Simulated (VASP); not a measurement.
Pb, 2 atoms in the cell. The structure is hexagonal, space group P6_3/mmc (No. 194). The conventional cell has a = 3.480 Å, b = 3.480 Å, c = 5.590 Å, α = 90.00°, β = 90.00°, γ = 120.00°. Pb (site symmetry -6m2) has 12 Pb at 3.44 to 3.48 Å within 4.5 Å. 

* Program: VASP 6.6.1
* Task: single point
* Functional: PBEsol
* Potentials or basis: VASP PAW PBE potentials, release 64 (Pb_d)
* Cutoff: 520 eV
* k mesh: 9 × 9 × 5
* Occupations: fermi-dirac, width 0.05 eV
* Spin: no spin polarisation
* Dipole correction: no
* Further INCAR settings: ALGO = Normal; EDIFF = 1e-07; NBANDS = 21

Potentials or basis: VASP PAW PBE potentials, release 64 (Pb_d).

Command:

```bash
$ cat potpaw_PBE.64/Pb_d/POTCAR > POTCAR
$ mpirun -np 1 vasp_std > vasp.out
```

Hardware: 1 thread of Intel(R) Xeon(R) Platinum 8375C CPU @ 2.90GHz (Ice Lake), on a shared host.

Question: How long does it take, and how much memory?

Answer: It took 28 s on 1 thread of Intel(R) Xeon(R) Platinum 8375C CPU @ 2.90GHz (Ice Lake) (shared host), peak memory 0.19 GiB. Counts: scf iterations 11, k points 36.
